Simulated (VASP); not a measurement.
CaF2: single point with PBE

CaF2:

```
CELL_PARAMETERS angstrom
0.00000 2.77398 2.69097
2.77398 0.00000 2.69097
2.77398 2.77398 0.00000
ATOMIC_POSITIONS crystal
Ca 0.00000 0.00000 0.00000
F 0.25000 0.25000 0.25000
F 0.75000 0.75000 0.75000
```

This cell differs from its parent crystal: epitaxial xy strain +2.0%.

| Quantity | Value |
| --- | --- |
| Program | VASP 6.6.1 |
| Task | single point |
| Functional | PBE |
| Potentials or basis | VASP PAW PBE potentials, release 64 (Ca_sv, F) |
| Cutoff | 600 eV |
| k mesh | 4 × 4 × 4 |
| Occupations | gaussian, width 0.01 eV |
| Spin | no spin polarisation |
| Dipole correction | no |
| Further INCAR settings | ALGO = Normal; EDIFF = 1e-06; NBANDS = 19 |

```
Pressure               : 1.0 GPa
Band gap on the k mesh : 7.05 eV (least direct gap 7.28 eV)
```

Stress tensor (GPa, compression positive):
```
-0.14  0.00  0.00
 0.00 -0.14  0.00
 0.00  0.00  3.35
```

Levels at points of the mesh, in eV from the valence-band top:
| k point | band 9 | band 10 | band 11 | band 12 | band 13 | band 14 | band 15 | band 16 |
| --- | --- | --- | --- | --- | --- | --- | --- | --- |
| (0.00, 0.00, 0.00) | -2.15 | -0.44 | -0.44 | -0.23 | 7.05 | 8.89 | 9.08 | 10.94 |
| (0.50, 0.00, 0.00) | -1.38 | -1.33 | -0.95 | -0.93 | 9.17 | 9.20 | 9.51 | 10.53 |
| (0.50, 0.50, 0.00) | -1.74 | -0.52 | -0.52 | 0.00 | 7.96 | 9.43 | 9.87 | 10.68 |
| (0.50, 0.00, 0.50) | -1.68 | -0.57 | -0.32 | -0.17 | 7.93 | 9.23 | 9.88 | 10.58 |

Wall time 15 s on 1 thread of Intel Xeon 8259CL, on a shared host, peak memory 0.18 GiB.

Caveat: the k points lie up to 0.50 Å⁻¹ apart; the cell differs from its parent crystal (epitaxial xy strain +2.0%). A k mesh can miss the band edges.
